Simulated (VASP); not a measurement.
Write the native input for VASP 6.6.1 that does the following.

```
Task                   : single point
Functional             : PBEsol
Potentials or basis    : VASP PAW PBE potentials, release 64 (W_sv, C)
Cutoff                 : 600 eV
k mesh                 : 3 × 3 × 3
Occupations            : fermi-dirac, width 0.1 eV
Spin                   : no spin polarisation
Dipole correction      : no
Further INCAR settings : ALGO = Normal; EDIFF = 1e-06; NBANDS = 86
```

The structure of WC lies in POSCAR:

```
WC
1.0
    0.0000000000      4.3853600000      4.3853600000
    4.3853600000      0.0000000000      4.3853600000
    4.3853600000      4.3853600000      0.0000000000
W C
8 8
Direct
    0.0000000000      0.0000000000      0.0000000000
    0.0000000000      0.0000000000      0.5000000000
    0.0000000000      0.5000000000      0.0000000000
    0.0000000000      0.5000000000      0.5000000000
    0.5000000000      0.0000000000      0.0000000000
    0.5000000000      0.0000000000      0.5000000000
    0.5000000000      0.5000000000      0.0000000000
    0.5000000000      0.5000000000      0.5000000000
    0.2500000000      0.2500000000      0.2500000000
    0.2500000000      0.2500000000      0.7500000000
    0.2500000000      0.7500000000      0.2500000000
    0.2500000000      0.7500000000      0.7500000000
    0.7500000000      0.2500000000      0.2500000000
    0.7500000000      0.2500000000      0.7500000000
    0.7500000000      0.7500000000      0.2500000000
    0.7500000000      0.7500000000      0.7500000000
```

The input as run:

INCAR

```
SYSTEM = WC
  ALGO = Normal
  EDIFF = 1E-6
  ENCUT = 600
  GGA = PS
  GGA_COMPAT = .False.
  ISIF = 2
  ISMEAR = -1
  LASPH = .True.
  LCHARG = .False.
  LREAL = .False.
  LWAVE = .False.
  NBANDS = 86
  NELM = 120
  PREC = Accurate
  SIGMA = 0.1
```

KPOINTS

```
k-points
0
Gamma
  3 3 3
  0 0 0
```

Potentials or basis: VASP PAW PBE potentials, release 64 (W_sv, C).

Run with:

```bash
$ cat potpaw_PBE.64/W_sv/POTCAR potpaw_PBE.64/C/POTCAR > POTCAR
$ mpirun -np 1 vasp_std > vasp.out
```

It gave:

```json
{
 "Pressure": "-8.3 GPa",
 "Band gap on the k mesh": "zero (bands 72 and 73 overlap by 0.57 eV)"
}
```

Caveat: the k points lie up to 0.41 Å⁻¹ apart, too coarse for converged energies and pressures of a metal; the PAW data sets were made with another functional, which shifts forces and pressure a little; spin-orbit coupling is left out, which moves the levels of the heavy elements.

It took 2.2 min on 1 thread of AMD EPYC 7R43 64-Core Processor (Zen 3) (shared host), peak memory 0.31 GiB.
